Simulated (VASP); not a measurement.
# Ag in VASP: a series of runs

The runs below take Ag through single point, with r2SCAN.

All numbers are computed with VASP 6.6.1; they aren't measurements. Logs are shortened: lines on timing, memory, paths and dates and some standing lists are left out, and cuts for length are marked.

**1. The cell of the first run**

Symmetry: I4/mmm, No. 139, tetragonal system. Conventional cell: a = 2.946 Å, b = 2.946 Å, c = 4.067 Å, α = 90.00°, β = 90.00°, γ = 90.00°. Ag (site symmetry 4/mmm) has 12 Ag at 2.91 to 2.95 Å within 3.8 Å.

**2. Single point, r2SCAN (biaxial strain in the a-b plane: +1.5 %)**

POSCAR

```
Ag
1.0
    2.0829608533      2.0829608533      0.0000000000
   -2.0829608533      2.0829608533      0.0000000000
    0.0000000000      0.0000000000      4.0674171539
Ag
2
Direct
    0.0000000000      0.0000000000      0.0000000000
    0.5000000000      0.5000000000      0.5000000000
```

INCAR.step1

```
ALGO = Normal
EDIFF = 1E-4
ENCUT = 520
GGA = PE
ISMEAR = 0
LASPH = True
LCHARG = False
LREAL = False
LWAVE = True
NBANDS = 18
NELM = 100
PREC = Accurate
SIGMA = 0.1
```

INCAR.step2

```
ALGO = Normal
EDIFF = 1E-6
ENCUT = 520
ISIF = 2
ISMEAR = 0
ISTART = 1
LASPH = True
LCHARG = False
LMIXTAU = True
LREAL = False
LWAVE = False
METAGGA = R2SCAN
NBANDS = 18
NELM = 100
PREC = Accurate
SIGMA = 0.1
```

KPOINTS

```
k-points
0
Gamma
  18 18 12
```

Potentials or basis: VASP PAW PBE potentials, release 64 (Ag).

Started as:

```bash
$ cat potpaw_PBE.64/Ag/POTCAR > POTCAR
$ cp INCAR.step1 INCAR
$ mpirun -np 1 vasp_std > vasp.out
$ cp INCAR.step2 INCAR
$ mpirun -np 1 vasp_std > vasp.out
```

OUTCAR:

```text
EDIFF = 1E-6
   ENCUT = 520
   ISIF = 2
   ISMEAR = 0
   ISTART = 1
   LASPH = True
   LREAL = False
   METAGGA = R2SCAN
   NELM = 100
   PREC = Accurate

 ion  position               nearest neighbor table
   1  0.000  0.000  0.000-   2 2.91   2 2.91   2 2.91   2 2.91   2 2.91   2 2.91   2 2.91   2 2.91

   2  0.500  0.500  0.500-   1 2.91   1 2.91   1 2.91   1 2.91   1 2.91   1 2.91   1 2.91   1 2.91

  LATTYP: Found a simple tetragonal cell.
 ALAT       =     2.9457514886
 C/A-ratio  =     1.3807740299

  Lattice vectors:

 A1 = (   2.0829608533,   2.0829608533,   0.0000000000)
 A2 = (  -2.0829608533,   2.0829608533,   0.0000000000)
 A3 = (   0.0000000000,   0.0000000000,   4.0674171539)

Analysis of symmetry for initial positions (statically):
=====================================================================
 Subroutine PRICEL returns following result:

  LATTYP: Found a body centered tetragonal cell.
 ALAT       =     2.9457514886
 C/A-ratio  =     1.3807740299

  Lattice vectors:

 A1 = (   0.0000000000,  -2.0829608533,  -2.0337085769)
 A2 = (   0.0000000000,   2.0829608533,  -2.0337085770)
 A3 = (   2.0829608533,   0.0000000000,   2.0337085770)

   2 primitive cells build up your supercell.

 Routine SETGRP: Setting up the symmetry group for a
 simple tetragonal supercell.

 Subroutine GETGRP returns: Found 16 space group operations
 (whereof 16 operations were pure point group operations)
 out of a pool of 16 trial point group operations.

The static configuration has the point symmetry D_4h.

Analysis of symmetry for dynamics (positions and initial velocities):
=====================================================================
 Subroutine PRICEL returns following result:

  LATTYP: Found a body centered tetragonal cell.
 ALAT       =     2.9457514886
 C/A-ratio  =     1.3807740299

  Lattice vectors:

 A1 = (   0.0000000000,  -2.0829608533,  -2.0337085769)
 A2 = (   0.0000000000,   2.0829608533,  -2.0337085770)
 A3 = (   2.0829608533,   0.0000000000,   2.0337085770)

   2 primitive cells build up your supercell.

 Routine SETGRP: Setting up the symmetry group for a
 simple tetragonal supercell.

 Subroutine GETGRP returns: Found 16 space group operations
 (whereof 16 operations were pure point group operations)
 out of a pool of 16 trial point group operations.

The dynamic configuration has the point symmetry D_4h.

 Subroutine INISYM returns: Found 16 space group operations
 (whereof 16 operations are pure point group operations),
 and found     2 'primitive' translations

----------------------------------------------------------------------------------------

                                     Primitive cell

  volume of cell :      17.6474

  direct lattice vectors                    reciprocal lattice vectors
     0.000000000 -2.082960853 -2.033708577     0.240042917 -0.240042917 -0.245856268
     0.000000000  2.082960853 -2.033708577     0.240042917  0.240042917 -0.245856268
     2.082960853  0.000000000  2.033708577     0.480085835  0.000000000  0.000000000

  length of vectors
     2.911133197  2.911133197  2.911133197     0.419149745  0.419149745  0.480085835

  position of ions in fractional coordinates (direct lattice)
     0.000000000  0.000000000  0.000000000

  ion indices of the primitive-cell ions
   primitive index   ion index
                 1           1

----------------------------------------------------------------------------------------

 KPOINTS: k-points

Automatic generation of k-mesh.
 Grid dimensions read from file:
 generate k-points for:   18   18   12

 Generating k-lattice:

  Cartesian coordinates                     Fractional coordinates (reciprocal lattice)
     0.013335718  0.013335718  0.000000000     0.055555556  0.000000000  0.000000000
    -0.013335718  0.013335718  0.000000000     0.000000000  0.055555556  0.000000000
     0.000000000  0.000000000  0.020488022     0.000000000  0.000000000  0.083333333

  Length of vectors
     0.018859553  0.018859553  0.020488022

  Shift w.r.t. Gamma in fractional coordinates (k-lattice)
     0.000000000  0.000000000  0.000000000

 Subroutine IBZKPT returns following result:
 ===========================================

 Found    385 irreducible k-points:

 Following reciprocal coordinates:
            Coordinates               Weight
  0.000000  0.000000  0.000000      1.000000
  0.055556  0.000000  0.000000      4.000000
  0.111111  0.000000  0.000000      4.000000
  0.166667  0.000000  0.000000      4.000000
  0.222222  0.000000  0.000000      4.000000
  0.277778  0.000000  0.000000      4.000000
[... 16 lines left out ...]
  0.277778  0.111111  0.000000      8.000000
  0.333333  0.111111  0.000000      8.000000
 [... further k-points ...]
   k-points           NKPTS =    385   k-points in BZ     NKDIM =    385   number of bands    NBANDS=     18
   number of dos      NEDOS =    301   number of ions     NIONS =      2
   total plane-waves  NPLWV =  17280
   dimension x,y,z NGX =    24 NGY =   24 NGZ =   30
   dimension x,y,z NGXF=    48 NGYF=   48 NGZF=   60
   ions per type =               2
   NGX,Y,Z   is equivalent  to a cutoff of  13.54, 13.54, 12.26 a.u.
   NGXF,Y,Z  is equivalent  to a cutoff of  27.09, 27.09, 24.52 a.u.
 SYSTEM =  unknown system
   PREC   = accura    normal or accurate (medium, high low for compatibility)
   ISTART =      1    job   : 0-new  1-cont  2-samecut
   ICHARG =      0    charge: 1-file 2-atom 10-const
   ISPIN  =      1    spin polarized calculation?
   LNONCOLLINEAR =      F non collinear calculations
   LSORBIT =      F    spin-orbit coupling
   LASPH  =      T    aspherical Exc in radial PAW
   ENCUT  =  520.0 eV  38.22 Ry    6.18 a.u.   5.48  5.48  7.56*2*pi/ulx,y,z
   NELM   =    100;   NELMIN=  2; NELMDL=  0     # of ELM steps
   EDIFF  = 0.1E-05   stopping-criterion for ELM
   LREAL  =      F    real-space projection
   EDIFFG = 0.1E-04   stopping-criterion for IOM
   NSW    =      0    number of steps for IOM
   IBRION =     -1    ionic relax: 0-MD 1-quasi-New 2-CG
   NFREE  =      0    steps in history (QN), initial steepest desc. (CG)
   ISIF   =      2    stress and relaxation
   ISYM   =      2    0-nonsym 1-usesym 2-fastsym
   POTIM  = 0.5000    time-step for ionic-motion
   TEBEG  =    0.0;   TEEND  =   0.0 temperature during run
   PSTRESS=    0.0 pullay stress
   NELECT =      22.0000    total number of electrons
   NUPDOWN=      -1.0000    fix difference up-down
   EMIN   =  10.00;   EMAX   =-10.00  energy-range for DOS
   EFERMI =   0.00;   METHOD = LEGACY
   ISMEAR =     0;   SIGMA  =   0.10  broadening in eV -4-tet -1-fermi 0-gaus
   EFERMI_NEDOS =   21; number of points for ismear=-14 and -15
   IALGO  =     38    algorithm
   IMIX   =      4    mixing-type and parameters
     AMIX     =   0.40;   BMIX     =  1.00
     AMIX_MAG =   1.60;   BMIX_MAG =  1.00
  volume/ion in A,a.u.               =      17.65       119.09
  Fermi-wavevector in a.u.,A,eV,Ry     =   1.398445  2.642678 26.608215  1.955649
  Thomas-Fermi vector in A             =   2.521602
   LORBIT       =      0    0 simple, 1 ext, 2 COOP (PROOUT), +10 PAW based schemes
   METAGGA = R2SCAN    functional components
   LHFCALC =     F    Hartree Fock is set to
   AEXX    =    0.0000 exact exchange contribution
   IVDW    =     0    specifies the selected vdW correction
   LEPSILON=     F    determine dielectric tensor
   LRPA    =     F    only Hartree local field effects (RPA)
 non-spin polarized calculation
 Gauss-broadening in eV      SIGMA  =   0.10
  energy-cutoff  :      520.00
  volume of cell :       35.29
 maximum number of plane-waves:       971
 NGX is ok and might be reduce to    24
   NGX = 11   NGY = 11   NGZ = 15

 number of electron      21.9999999 magnetization

 Free energy of the ion-electron system (eV)
  ---------------------------------------------------
  ext. energy  EPLUGINS =         0.00000000
  ---------------------------------------------------
  free energy    TOTEN  =       -42.71344583 eV

  energy without entropy =      -42.71120064  energy(sigma->0) =      -42.71232324

 E-fermi :   8.0024     XC(G=0): -12.7299

 val. band max:        7.9929597552   @ k =   0.3333   0.2222   0.5000
 cond. band min:       8.0262434353   @ k =   0.5000   0.1111   0.3333
 fundamental gap:      0.0332836800
 Fermi energy:         8.0024091578

 k-point     1 :       0.0000    0.0000    0.0000
  band No.  band energies     occupation
      1       0.2659      2.00000
      2       1.4010      2.00000
      3       1.5112      2.00000
      4       2.9046      2.00000
      5       2.9046      2.00000
      6       3.0463      2.00000
[... 10 lines left out ...]
     17      24.9555      0.00000
     18      25.0752      0.00000

 k-point     2 :       0.0556    0.0000    0.0000
  band No.  band energies     occupation
      1       0.3298      2.00000
      2       1.4322      2.00000
      3       1.5422      2.00000
      4       2.8895      2.00000
      5       2.9202      2.00000
      6       3.0673      2.00000
[... 10 lines left out ...]
     17      24.9802      0.00000
     18      25.6286      0.00000

 k-point     3 :       0.1111    0.0000    0.0000
  band No.  band energies     occupation
      1       0.5179      2.00000
      2       1.5098      2.00000
      3       1.6462      2.00000
      4       2.8470      2.00000
      5       2.9667      2.00000
      6       3.1256      2.00000
[... 10 lines left out ...]
     17      24.9363      0.00000
     18      26.2858      0.00000

 k-point     4 :       0.1667    0.0000    0.0000
  band No.  band energies     occupation
      1       0.8172      2.00000
      2       1.6128      2.00000
      3       1.8294      2.00000
      4       2.7849      2.00000
      5       3.0425      2.00000
      6       3.2050      2.00000
[... 10 lines left out ...]
     17      24.8692      0.00000
     18      24.9524      0.00000

 k-point     5 :       0.2222    0.0000    0.0000
  band No.  band energies     occupation
      1       1.2027      2.00000
      2       1.7390      2.00000
      3       2.0698      2.00000
      4       2.7144      2.00000
      5       3.1453      2.00000
      6       3.2716      2.00000
[... 10 lines left out ...]
     17      23.5857      0.00000
     18      24.7985      0.00000

 k-point     6 :       0.2778    0.0000    0.0000
  band No.  band energies     occupation
      1       1.6306      2.00000
      2       1.8864      2.00000
      3       2.3358      2.00000
      4       2.6488      2.00000
      5       3.2719      2.00000
      6       3.2880      2.00000
[... 10 lines left out ...]
     17      22.4782      0.00000
     18      24.7475      0.00000

 k-point     7 :       0.3333    0.0000    0.0000
  band No.  band energies     occupation
      1       2.0356      2.00000
      2       2.0486      2.00000
      3       2.5942      2.00000
      4       2.6017      2.00000
      5       3.2492      2.00000
      6       3.2584      2.00000
[... 10 lines left out ...]
     17      22.1123      0.00000
     18      24.7443      0.00000

 k-point     8 :       0.3889    0.0000    0.0000
  band No.  band energies     occupation
      1       2.2151      2.00000
      2       2.3419      2.00000
      3       2.5859      2.00000
      4       2.8130      2.00000
      5       3.0109      2.00000
      6       3.1810      2.00000
[... 10 lines left out ...]
     17      23.2082      0.00000
     18      24.8196      0.00000
[... 229 lines left out ...]
     17      23.9077      0.00000
     18      23.9077      0.00000

 k-point    20 :       0.1111    0.1111    0.0000
  band No.  band energies     occupation
      1       0.7625      2.00000
      2       1.6432      2.00000
      3       1.7491      2.00000
      4       2.7240      2.00000
      5       3.0952      2.00000
      6       3.2138      2.00000
[... 10 lines left out ...]
     17      26.5270      0.00000
     18      26.5822      0.00000

 k-point    21 :       0.1667    0.1111    0.0000
  band No.  band energies     occupation
      1       1.0486      2.00000
      2       1.7560      2.00000
      3       1.9113      2.00000
      4       2.6360      2.00000
      5       3.1977      2.00000
      6       3.2999      2.00000
[... 10 lines left out ...]
     17      25.1739      0.00000
     18      26.2777      0.00000

 k-point    22 :       0.2222    0.1111    0.0000
  band No.  band energies     occupation
      1       1.4067      2.00000
      2       1.8794      2.00000
      3       2.1343      2.00000
      4       2.5482      2.00000
      5       3.3182      2.00000
      6       3.3269      2.00000
[... 10 lines left out ...]
     17      23.7788      0.00000
     18      26.3639      0.00000

 k-point    23 :       0.2778    0.1111    0.0000
  band No.  band energies     occupation
      1       1.7856      2.00000
      2       2.0207      2.00000
      3       2.3709      2.00000
      4       2.4705      2.00000
      5       3.2524      2.00000
      6       3.2621      2.00000
[... 10 lines left out ...]
     17      22.6446      0.00000
     18      26.3230      0.00000

 k-point    24 :       0.3333    0.1111    0.0000
  band No.  band energies     occupation
      1       2.1235      2.00000
      2       2.1779      2.00000
      3       2.4140      2.00000
      4       2.5726      2.00000
      5       2.9896      2.00000
      6       3.1352      2.00000
[... 10 lines left out ...]
     17      21.4135      0.00000
     18      25.3774      0.00000

 [... further k-points ...]

------------------------ aborting loop because EDIFF is reached ----------------------------------------

  FORCE on cell =-STRESS in cart. coord.  units (eV):
  Direction    XX          YY          ZZ          XY          YZ          ZX
  --------------------------------------------------------------------------------------
  -------------------------------------------------------------------------------------
  Total       -0.4672289     -0.4672289     -0.3037498      0.0000000      0.0000000      0.0000000
  in kB      -21.2094464    -21.2094464    -13.7884560      0.0000000      0.0000000      0.0000000
  external PRESSURE =     -18.7357829 kB  Pullay stress =       0.0000000 kB

 VOLUME and BASIS-vectors are now :
 -----------------------------------------------------------------------------
  energy-cutoff  :      520.00
  volume of cell :       35.29
      direct lattice vectors                 reciprocal lattice vectors
     2.082960853  2.082960853  0.000000000     0.240042917  0.240042917  0.000000000
    -2.082960853  2.082960853  0.000000000    -0.240042917  0.240042917  0.000000000
     0.000000000  0.000000000  4.067417154     0.000000000  0.000000000  0.245856268

 POSITION                                       TOTAL-FORCE (eV/Angst)
 -----------------------------------------------------------------------------------
      0.00000      0.00000      0.00000         0.000000      0.000000     -0.000000
      0.00000      2.08296      2.03371        -0.000000     -0.000000      0.000000
 -----------------------------------------------------------------------------------
    total drift:                               -0.000000      0.000000     -0.000000

  FREE ENERGIE OF THE ION-ELECTRON SYSTEM (eV)
  ---------------------------------------------------
  free  energy   TOTEN  =       -42.7134458252 eV

  energy  without entropy=      -42.7112006450  energy(sigma->0) =      -42.71232324
```

Wall time 9.7 min (1 thread of Intel Xeon 8259CL, shared host); peak memory 0.31 GiB.

What came out:

- Free energy: -42.7134 eV
- Pressure: -1.9 GPa
- Band gap on the k mesh: zero (bands 11 and 12 overlap by 9.77 eV)

Caveat: the cell differs from its parent crystal (biaxial strain in the a-b plane: +1.5 %); the PAW data sets were made with another functional, which shifts forces and pressure a little.

[end of part 1 of 2]
